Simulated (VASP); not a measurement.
# Be (Pm-3m) in VASP: further runs

Runs on Be. Level: LDA. Tasks: single point, relaxation of cell and atoms.

Program: VASP 6.6.1. These are calculated values, not measurements. Logs are shortened: lines on timing, memory, paths and dates and some standing lists are left out, and cuts for length are marked.

### Step 1. The cell of the first run

The structure is cubic, space group Pm-3m (No. 221). The conventional cell has a = 1.946 Å, b = 1.946 Å, c = 1.946 Å, α = 90.00°, β = 90.00°, γ = 90.00°. Be (site symmetry m-3m) has 6 Be at 1.95 Å within 2.6 Å.

### Step 2. Single point, LDA

INCAR reads:

```
SYSTEM = Be
PREC = Accurate
ENCUT = 520
EDIFF = 1E-6
ISMEAR = -1
SIGMA = 0.1
LREAL = .False.
LASPH = .True.
NELM = 100
ALGO = Normal
ISIF = 2
LWAVE = .False.
LCHARG = .False.
NBANDS = 7
```

KPOINTS reads:

```
Automatic mesh
0
Gamma
  20 20 20
  0 0 0
```

POSCAR reads:

```
Be
1.0
    1.9458165328      0.0000000000      0.0000000000
    0.0000000000      1.9458165328      0.0000000000
    0.0000000000      0.0000000000      1.9458165328
Be
1
Direct
    0.0000000000      0.0000000000      0.0000000000
```

Potentials or basis: VASP PAW LDA potentials, release 64 (Be).

The run is started by

```console
$ cat potpaw_LDA.64/Be/POTCAR > POTCAR
$ mpirun -np 1 vasp_std > vasp.out
```

OUTCAR:

```text
SYSTEM = Be
   PREC = Accurate
   ENCUT = 520
   EDIFF = 1E-6
   ISMEAR = -1
   LREAL = .False.
   LASPH = .True.
   NELM = 100
   ISIF = 2

 ion  position               nearest neighbor table
   1  0.000  0.000  0.000-

  LATTYP: Found a simple cubic cell.
 ALAT       =     1.9458165328

  Lattice vectors:

 A1 = (   1.9458165328,   0.0000000000,   0.0000000000)
 A2 = (   0.0000000000,   1.9458165328,   0.0000000000)
 A3 = (   0.0000000000,   0.0000000000,   1.9458165328)

Analysis of symmetry for initial positions (statically):
=====================================================================
 Subroutine PRICEL returns:
 Original cell was already a primitive cell.

 Routine SETGRP: Setting up the symmetry group for a
 simple cubic supercell.

 Subroutine GETGRP returns: Found 48 space group operations
 (whereof 48 operations were pure point group operations)
 out of a pool of 48 trial point group operations.

The static configuration has the point symmetry O_h .

Analysis of symmetry for dynamics (positions and initial velocities):
=====================================================================
 Subroutine PRICEL returns:
 Original cell was already a primitive cell.

 Routine SETGRP: Setting up the symmetry group for a
 simple cubic supercell.

 Subroutine GETGRP returns: Found 48 space group operations
 (whereof 48 operations were pure point group operations)
 out of a pool of 48 trial point group operations.

The dynamic configuration has the point symmetry O_h .

 Subroutine INISYM returns: Found 48 space group operations
 (whereof 48 operations are pure point group operations),
 and found     1 'primitive' translations

----------------------------------------------------------------------------------------

                                     Primitive cell

  volume of cell :       7.3673

  direct lattice vectors                    reciprocal lattice vectors
     1.945816533  0.000000000  0.000000000     0.513923067  0.000000000  0.000000000
     0.000000000  1.945816533  0.000000000     0.000000000  0.513923067  0.000000000
     0.000000000  0.000000000  1.945816533     0.000000000  0.000000000  0.513923067

  length of vectors
     1.945816533  1.945816533  1.945816533     0.513923067  0.513923067  0.513923067

  position of ions in fractional coordinates (direct lattice)
     0.000000000  0.000000000  0.000000000

  ion indices of the primitive-cell ions
   primitive index   ion index
                 1           1
[... 66 lines left out ...]
   ISPIN  =      1    spin polarized calculation?
   LNONCOLLINEAR =      F non collinear calculations
   LSORBIT =      F    spin-orbit coupling
   LASPH  =      T    aspherical Exc in radial PAW
   ENCUT  =  520.0 eV  38.22 Ry    6.18 a.u.   3.62  3.62  3.62*2*pi/ulx,y,z
   NELM   =    100;   NELMIN=  2; NELMDL= -5     # of ELM steps
   EDIFF  = 0.1E-05   stopping-criterion for ELM
   LREAL  =      F    real-space projection
   EDIFFG = 0.1E-04   stopping-criterion for IOM
   NSW    =      0    number of steps for IOM
   IBRION =     -1    ionic relax: 0-MD 1-quasi-New 2-CG
   NFREE  =      0    steps in history (QN), initial steepest desc. (CG)
   ISIF   =      2    stress and relaxation
   ISYM   =      2    0-nonsym 1-usesym 2-fastsym
   POTIM  = 0.5000    time-step for ionic-motion
   TEBEG  =    0.0;   TEEND  =   0.0 temperature during run
   PSTRESS=    0.0 pullay stress
   NELECT =       2.0000    total number of electrons
   NUPDOWN=      -1.0000    fix difference up-down
   EMIN   =  10.00;   EMAX   =-10.00  energy-range for DOS
   EFERMI =   0.00;   METHOD = LEGACY
   ISMEAR =    -1;   SIGMA  =   0.10  broadening in eV -4-tet -1-fermi 0-gaus
   EFERMI_NEDOS =   21; number of points for ismear=-14 and -15
   IALGO  =     38    algorithm
   IMIX   =      4    mixing-type and parameters
     AMIX     =   0.40;   BMIX     =  1.00
     AMIX_MAG =   1.60;   BMIX_MAG =  1.00
  volume/ion in A,a.u.               =       7.37        49.72
  Fermi-wavevector in a.u.,A,eV,Ry     =   1.060025  2.003158 15.288239  1.123654
  Thomas-Fermi vector in A             =   2.195392
   LORBIT       =      0    0 simple, 1 ext, 2 COOP (PROOUT), +10 PAW based schemes
   GGA     = CA    functional components
   LHFCALC =     F    Hartree Fock is set to
   AEXX    =    0.0000 exact exchange contribution
   IVDW    =     0    specifies the selected vdW correction
   LEPSILON=     F    determine dielectric tensor
   LRPA    =     F    only Hartree local field effects (RPA)
 non-spin polarized calculation
  energy-cutoff  :      520.00
  volume of cell :        7.37
 maximum number of plane-waves:       211
   NGX =  7   NGY =  7   NGZ =  7

 number of electron       2.0000000 magnetization

 Free energy of the ion-electron system (eV)
  ---------------------------------------------------
  ext. energy  EPLUGINS =         0.00000000
  ---------------------------------------------------
  free energy    TOTEN  =        -2.91782762 eV

  energy without entropy =       -2.90653186  energy(sigma->0) =       -2.91217974

 E-fermi :   7.5004     XC(G=0): -10.8469

 val. band max:        7.4993232448   @ k =   0.4500   0.2500   0.0500
 cond. band min:       7.5102704521   @ k =   0.5000   0.3500   0.2500
 fundamental gap:      0.0109472072
 Fermi energy:         7.5004204343

 k-point     1 :       0.0000    0.0000    0.0000
  band No.  band energies     occupation
      1      -4.1761      2.00000
      2      24.2102      0.00000
      3      24.2102      0.00000
      4      24.2102      0.00000
      5      30.6037      0.00000
      6      30.6037      0.00000
      7      43.3345      0.00000
[... 221 lines left out ...]
 k-point    24 :       0.2000    0.1000    0.0000
  band No.  band energies     occupation
      1      -2.7911      2.00000
      2      15.7161      0.00000
      3      22.7030      0.00000
      4      25.7609      0.00000
      5      35.0933      0.00000
      6      39.6547      0.00000
      7      42.7341      0.00000

 [... further k-points ...]
[... 5 lines left out ...]
  --------------------------------------------------------------------------------------
  -------------------------------------------------------------------------------------
  Total        1.7254659      1.7254659      1.7254659     -0.0000000     -0.0000000     -0.0000000
  in kB      375.2418710    375.2418710    375.2418710     -0.0000000     -0.0000000     -0.0000000
  external PRESSURE =     375.2418710 kB  Pullay stress =       0.0000000 kB

 VOLUME and BASIS-vectors are now :
 -----------------------------------------------------------------------------
  energy-cutoff  :      520.00
  volume of cell :        7.37
      direct lattice vectors                 reciprocal lattice vectors
     1.945816533  0.000000000  0.000000000     0.513923067  0.000000000  0.000000000
     0.000000000  1.945816533  0.000000000     0.000000000  0.513923067  0.000000000
     0.000000000  0.000000000  1.945816533     0.000000000  0.000000000  0.513923067

 POSITION                                       TOTAL-FORCE (eV/Angst)
 -----------------------------------------------------------------------------------
      0.00000      0.00000      0.00000         0.000000      0.000000      0.000000
 -----------------------------------------------------------------------------------
    total drift:                               -0.000000     -0.000000     -0.000000

  FREE ENERGIE OF THE ION-ELECTRON SYSTEM (eV)
  ---------------------------------------------------
  free  energy   TOTEN  =        -2.9178276159 eV

  energy  without entropy=       -2.9065318588  energy(sigma->0) =       -2.91217974
```

OSZICAR:

```text
N       E                     dE             d eps       ncg     rms          rms(c)
DAV:   1    -0.205712109740E+01   -0.20571E+01   -0.12566E+03  4557   0.246E+02
DAV:   2    -0.295427489934E+01   -0.89715E+00   -0.85791E+00  5376   0.206E+01
DAV:   3    -0.295542287133E+01   -0.11480E-02   -0.11446E-02  4473   0.682E-01
DAV:   4    -0.295542294067E+01   -0.69336E-07   -0.69661E-07  5712   0.538E-03
DAV:   5    -0.295542294091E+01   -0.24565E-09   -0.32087E-11  4459   0.216E-05    0.818E-01
DAV:   6    -0.292911502544E+01    0.26308E-01   -0.23741E-03  4284   0.314E-01    0.494E-01
DAV:   7    -0.291784938854E+01    0.11266E-01   -0.30208E-03  4368   0.362E-01    0.422E-02
DAV:   8    -0.291782894161E+01    0.20447E-04   -0.69769E-06  4928   0.210E-02    0.449E-03
DAV:   9    -0.291782761631E+01    0.13253E-05   -0.91645E-07  4438   0.534E-03    0.599E-04
DAV:  10    -0.291782761588E+01    0.42724E-09   -0.20324E-09  2282   0.308E-04
   1 F= -.29178276E+01 E0= -.29121797E+01  d E =-.112958E-01
```

Wall time 7.2 s (1 thread of AMD EPYC 9R45 (Zen 5), shared host); peak memory 0.07 GiB.

Results:

```
Free energy            : -2.9178 eV
Pressure               : 37.5 GPa
Band gap on the k mesh : zero (band 1 reaches 13.91 eV, above the bottom of band 2 at 6.20 eV)
```

### Step 3. Single point, LDA

INCAR reads:

```
SYSTEM = Be
PREC = Accurate ; ENCUT = 520
EDIFF = 1E-6 ; ISMEAR = -1
SIGMA = 0.1 ; LREAL = .FALSE.
LASPH = .TRUE. ; NELM = 100
ALGO = Normal ; ISIF = 2
LWAVE = .FALSE. ; LCHARG = .FALSE.
NBANDS = 7
```

KPOINTS reads:

```
Automatic mesh
0
G
  20 20 20
  0 0 0
```

POSCAR reads:

```
Be
1.0
    1.9454970636      0.0000000000      0.0000000000
    0.0000000000      1.9454970636      0.0000000000
    0.0000000000      0.0000000000      1.9454970636
Be
1
Direct
    0.0000000000      0.0000000000      0.0000000000
```

Potentials or basis: VASP PAW LDA potentials, release 64 (Be).

The run is started by

```console
$ cat potpaw_LDA.64/Be/POTCAR > POTCAR
$ mpirun -np 1 vasp_std > vasp.out
```

Wall time 7.1 s (1 thread of AMD EPYC 9R45 (Zen 5), shared host); peak memory 0.08 GiB.

Results (log left out):

```yaml
Free_energy: -2.9170 eV
Pressure: 37.6 GPa
Band_gap_on_the_k_mesh: zero (band 1 reaches 13.92 eV, above the bottom of band 2 at 6.20 eV)
```

Levels at points of the mesh, in eV from the Fermi level:
| k point | band 1 | band 2 | band 3 | band 4 |
| --- | --- | --- | --- | --- |
| (0.00, 0.00, 0.00) | -11.68 | 16.72 | 16.72 | 16.72 |
| (0.50, 0.00, 0.00) | -6.56 | -1.30 | 21.58 | 21.58 |
| (0.50, 0.50, 0.00) | 0.32 | 0.32 | 7.16 | 10.58 |
| (0.50, 0.50, 0.50) | 6.42 | 6.42 | 6.42 | 15.48 |

### Step 4. Relaxation of cell and atoms, LDA, target pressure 37 GPa, at which the enthalpy is minimised

This run uses another cell than the first one, of 6.45 Å³/atom, 0.876 times its volume.

INCAR reads:

```
ALGO = Normal
EDIFF = 1E-7
EDIFFG = -0.005
ENCUT = 600
GGA = CA
IBRION = 2
ISIF = 3
ISMEAR = -1
LASPH = T
LCHARG = F
LREAL = F
LWAVE = F
NELM = 100
NSW = 60
PREC = Accurate
PSTRESS = 370.0
SIGMA = 0.1
```

KPOINTS reads:

```
k-points
0
Gamma
  20 20 20
```

POSCAR reads:

```
Be
1.0
    1.8617666477      0.0000000000      0.0000000000
    0.0000000000      1.8617666477      0.0000000000
    0.0000000000      0.0000000000      1.8617666477
Be
1
Direct
    0.0000000000      0.0000000000      0.0000000000
```

Potentials or basis: VASP PAW LDA potentials, release 64 (Be).

The run is started by

```console
$ cat potpaw_LDA.64/Be/POTCAR > POTCAR
$ mpirun -np 1 vasp_std > vasp.out
```

OUTCAR:

```text
EDIFF = 1E-7
   EDIFFG = -0.005
   ENCUT = 600
   GGA = CA
   IBRION = 2
   ISIF = 3
   ISMEAR = -1
   LASPH = T
   LREAL = F
   NELM = 100
   NSW = 60
   PREC = Accurate
   PSTRESS = 370.0

 ion  position               nearest neighbor table
   1  0.000  0.000  0.000-

  LATTYP: Found a simple cubic cell.
 ALAT       =     1.8617666477

  Lattice vectors:

 A1 = (   1.8617666477,   0.0000000000,   0.0000000000)
 A2 = (   0.0000000000,   1.8617666477,   0.0000000000)
 A3 = (   0.0000000000,   0.0000000000,   1.8617666477)

Analysis of symmetry for initial positions (statically):
=====================================================================
 Subroutine PRICEL returns:
 Original cell was already a primitive cell.

 Routine SETGRP: Setting up the symmetry group for a
 simple cubic supercell.

 Subroutine GETGRP returns: Found 48 space group operations
 (whereof 48 operations were pure point group operations)
 out of a pool of 48 trial point group operations.

The static configuration has the point symmetry O_h .

Analysis of symmetry for dynamics (positions and initial velocities):
=====================================================================
 Subroutine PRICEL returns:
[... 159 lines left out ...]

  FORCE on cell =-STRESS in cart. coord.  units (eV):
  Direction    XX          YY          ZZ          XY          YZ          ZX
  --------------------------------------------------------------------------------------
  -------------------------------------------------------------------------------------
  Total        2.7270513      2.7270513      2.7270513      0.0000000      0.0000000     -0.0000000
  in kB      677.0615437    677.0615437    677.0615437      0.0000000      0.0000000     -0.0000000
  external PRESSURE =     307.0615437 kB  Pullay stress =     370.0000000 kB
[... 135 lines left out ...]
--------------------------------------- Ionic step        5  -------------------------------------------

 number of electron       2.0000000 magnetization

 Free energy of the ion-electron system (eV)
  ---------------------------------------------------
  ext. energy  EPLUGINS =         0.00000000
  ---------------------------------------------------
  free energy    TOTEN  =        -2.92194834 eV

  energy without entropy =       -2.91067123  energy(sigma->0) =       -2.91630978

 E-fermi :   7.4767     XC(G=0): -10.8388

 val. band max:        7.4741392174   @ k =   0.4500   0.2500   0.0500
 cond. band min:       7.4906451638   @ k =   0.5000   0.3500   0.2500
 fundamental gap:      0.0165059464
 Fermi energy:         7.4767002603

 k-point     1 :       0.0000    0.0000    0.0000
  band No.  band energies     occupation
      1      -4.1838      2.00000
      2      24.1596      0.00000
      3      24.1596      0.00000
      4      24.1596      0.00000
      5      30.5495      0.00000
[... 177 lines left out ...]
 k-point    24 :       0.2000    0.1000    0.0000
  band No.  band energies     occupation
      1      -2.7998      2.00000
      2      15.6807      0.00000
      3      22.6549      0.00000
      4      25.7071      0.00000
      5      35.0296      0.00000

 [... further k-points ...]
[... 5 lines left out ...]
  --------------------------------------------------------------------------------------
  -------------------------------------------------------------------------------------
  Total        1.7090540      1.7090540      1.7090540      0.0000000     -0.0000000      0.0000000
  in kB      370.7878547    370.7878547    370.7878547      0.0000000     -0.0000000      0.0000000
  external PRESSURE =       0.7878547 kB  Pullay stress =     370.0000000 kB
[... 20 lines left out ...]
  energy  without entropy=       -2.9106712255  energy(sigma->0) =       -2.91630978

  enthalpy is  TOTEN    =        -1.2165257376 eV   P V=        1.7054226052

 reached required accuracy - stopping structural energy minimisation
```

OSZICAR:

```text
N       E                     dE             d eps       ncg     rms          rms(c)
DAV:   1    -0.988670693778E+00   -0.98867E+00   -0.13493E+03  3075   0.388E+02
DAV:   2    -0.267556022316E+01   -0.16869E+01   -0.15329E+01  3880   0.371E+01
DAV:   3    -0.268076388889E+01   -0.52037E-02   -0.51998E-02  3335   0.194E+00
[... 28 lines left out ...]
   4 F= -.12165092E+01 E0= -.12108801E+01  d E =-.824005E-01
       N       E                     dE             d eps       ncg     rms          rms(c)
DAV:   1    -0.292194922406E+01    0.40911E-02   -0.86506E-05  3135   0.835E-02    0.435E-03
DAV:   2    -0.292194867440E+01    0.54965E-06   -0.12166E-07  3340   0.376E-03    0.269E-03
DAV:   3    -0.292194834354E+01    0.33086E-06   -0.35690E-08  2300   0.189E-03    0.758E-05
DAV:   4    -0.292194834279E+01    0.74846E-09   -0.19228E-10  1465   0.131E-04
   5 F= -.12165257E+01 E0= -.12108872E+01  d E =-.165321E-04
```

It took 17 s on 1 thread of AMD EPYC 9R45 (Zen 5), shared host; peak memory 0.08 GiB.

Results:

```yaml
Free_energy: -2.9219 eV
Relaxed_volume: 7.38 Å³/atom
Relaxed_cell: a = 1.947 Å, b = 1.947 Å, c = 1.947 Å, α = 90.00°, β = 90.00°, γ = 90.00°
Space_group_after_relaxing_to_0.05_Å: Pm-3m (No. 221)
Energy_change_on_relaxing_the_enthalpy_is_what_falls: -297.6 meV/atom
Ionic_steps: 5
Pressure_after_relaxing: 37.1 GPa
Band_gap_on_the_k_mesh: zero (band 1 reaches 13.88 eV, above the bottom of band 2 at 6.17 eV)
```

Step by step:
| step | energy change (eV) | largest force (eV/Å) | pressure (GPa) | volume (Å³) |
| --- | --- | --- | --- | --- |
| 1 | 0.0000 | 0.0000 | 67.71 | 6.45 |
| 2 | -0.3590 | 0.0000 | 30.05 | 7.68 |
| 3 | -0.2972 | 0.0000 | 37.12 | 7.38 |
| 4 | -0.3017 | 0.0000 | 36.62 | 7.40 |
| 5 | -0.2976 | 0.0000 | 37.08 | 7.38 |

Final structure:
```
Be
1.0
     1.94736    0.00000    0.00000
     0.00000    1.94736    0.00000
     0.00000    0.00000    1.94736
Be
1
Cartesian
  0.0000 1.9474 1.9474
```

Caveat: the cell is relaxed towards a set pressure, so the enthalpy falls and the energy may rise.

### Step 5. Overview

| task | cell | cutoff (eV) | gap on the mesh (eV) | pressure (GPa) |
| --- | --- | --- | --- | --- |
| single point | a = 1.946 Å, 1 atom | 520 | none | 37.5 |
| single point | a = 1.945 Å, 1 atom | 520 | none | 37.6 |
| relaxation of cell and atoms | relaxed to 37 GPa from a = 1.862 Å, 1 atom | 600 | none | 37.1 |

Alike in all rows: level LDA; potentials or basis VASP PAW LDA potentials, release 64 (Be); no spin polarisation; k mesh 20 × 20 × 20; smearing fermi-dirac 0.1 eV.

Caveats: the cell is relaxed towards a set pressure, so the enthalpy falls and the energy may rise (some runs).

Total energies depend on the potentials used, so only differences within one code and one set of settings carry meaning.
